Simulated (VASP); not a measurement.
The system is Al2GaP3.

```
Al Ga P
1.0
    -3.84486    3.69813    0.02171
     3.97399    3.82726    0.02935
     1.91433   -1.90318   -8.17657
Al Ga P
4 2 6
Direct
  0.30384 0.03042 0.65543
  0.87702 0.49860 0.69383
  0.70095 0.99402 0.32808
  0.15023 0.49081 0.33588
  0.99327 0.98521 0.98949
  0.51186 0.52012 0.01117
  0.30433 0.25933 0.17348
  0.82881 0.72590 0.14892
  0.64116 0.26362 0.81665
  0.17725 0.71166 0.82743
  0.99082 0.27591 0.49935
  0.52047 0.74441 0.52029
```

* Program: VASP 6.6.1
* Task: relaxation of cell and atoms
* Functional: PBE
* Potentials or basis: VASP PAW PBE potentials, release 64 (Al, Ga_d, P)
* Cutoff: 500 eV
* k mesh: 4 × 4 × 4
* Occupations: gaussian, width 0.1 eV
* Spin: no spin polarisation

At the start: pressure 7.0 GPa; volume 20.01 Å³/atom.

Q: How do energy, volume and symmetry change on relaxing?

A: Over 18 steps the energy falls by 269.9 meV/atom and the volume is 20.88 Å³/atom (+4.3 %); space group P1 (No. 1, to 0.1 Å) before, I-4m2 (No. 119, to 0.1 Å).

Step by step:
```tsv
step	energy change (eV)	largest force (eV/Å)	pressure (GPa)	volume (Å³)
1	0.0000	6.5528	6.95	240.16
2	-1.6877	2.2261	-3.72	270.81
3	-2.3107	2.1446	-1.33	256.58
4	-3.0033	0.7072	-1.29	254.20
5	-3.0586	0.7454	-1.01	253.28
6	-3.1458	0.3356	0.54	248.36
7	-3.1485	0.3013	0.89	247.34
8	-3.1832	0.2608	0.09	249.87
9	-3.1869	0.2935	-0.26	251.02
10	-3.2090	0.2094	-0.21	250.91
11	-3.2252	0.2179	-0.11	250.71
12	-3.2338	0.0964	0.18	249.83
13	-3.2338	0.0966	0.19	249.81
14	-3.2373	0.0871	-0.10	250.71
15	-3.2374	0.0718	-0.05	250.55
16	-3.2383	0.0284	0.02	250.32
17	-3.2384	0.0317	0.05	250.24
18	-3.2387	0.0241	-0.04	250.52
```

Final structure:
```
CELL_PARAMETERS angstrom
-3.89510 3.89287 0.00032
3.89487 3.89710 -0.00062
1.94727 -1.94406 -8.25666
ATOMIC_POSITIONS crystal
Al 0.33330 0.00000 0.66682
Al 0.83277 0.50064 0.66654
Al 0.66686 0.00039 0.33318
Al 0.16720 0.49933 0.33371
Ga 0.99946 0.99944 0.99958
Ga 0.50017 0.49981 0.00016
P 0.33326 0.24969 0.16713
P 0.83418 0.74963 0.16768
P 0.66617 0.25034 0.83235
P 0.16667 0.74975 0.83261
P 0.99988 0.25039 0.50040
P 0.50008 0.75058 0.49986
```
